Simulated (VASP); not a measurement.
A run of VASP 6.6.1:

The input POSCAR:

```
KPd
1.0
    3.6593028929      0.0000000000      0.0000000000
    0.0000000000      3.6593028929      0.0000000000
    0.0000000000      0.0000000000      3.6593028929
K Pd
1 1
Direct
    0.0000000000      0.0000000000      0.0000000000
    0.5000000000      0.5000000000      0.5000000000
```

The input INCAR.step1:

```
PREC = Accurate ; ENCUT = 520
EDIFF = 1E-6 ; ISMEAR = -1
SIGMA = 0.05 ; LREAL = F
LASPH = T ; NELM = 80
ALGO = Normal ; ISIF = 2
LWAVE = F ; LCHARG = T
LMAXMIX = 4 ; GGA = PS
NBANDS = 16
```

File KPOINTS.step1:

```
regular mesh
0
Gamma
  10 10 10
```

File INCAR.step2:

```
PREC = Accurate ; ENCUT = 520
EDIFF = 1E-6 ; ISMEAR = -5
SIGMA = 0.05 ; LREAL = F
LASPH = T ; NELM = 80
ALGO = Normal ; ISIF = 2
LWAVE = F ; LCHARG = F
LMAXMIX = 4 ; GGA = PS
LORBIT = 11 ; NBANDS = 16
NEDOS = 2001 ; ICHARG = 11
```

The input KPOINTS.step2:

```
regular mesh
0
Gamma
  15 15 15
```

Potentials or basis: VASP PAW PBE potentials, release 64 (K_sv, Pd).

Launch:

```bash
$ cat potpaw_PBE.64/K_sv/POTCAR potpaw_PBE.64/Pd/POTCAR > POTCAR
$ cp INCAR.step1 INCAR
$ cp KPOINTS.step1 KPOINTS
$ mpirun -np 1 vasp_std > vasp.out
$ cp INCAR.step2 INCAR
$ cp KPOINTS.step2 KPOINTS
$ mpirun -np 1 vasp_std > vasp.out
```

Hardware: 1 thread of Intel(R) Xeon(R) Platinum 8259CL CPU @ 2.50GHz (Skylake/Cascade Lake), on a shared host.

Task: How long does it take, and how much memory?

Result: It took 71 s on 1 thread of Intel(R) Xeon(R) Platinum 8259CL CPU @ 2.50GHz (Skylake/Cascade Lake), with other jobs on the host, peak memory 0.22 GiB. Counts: k points 120.
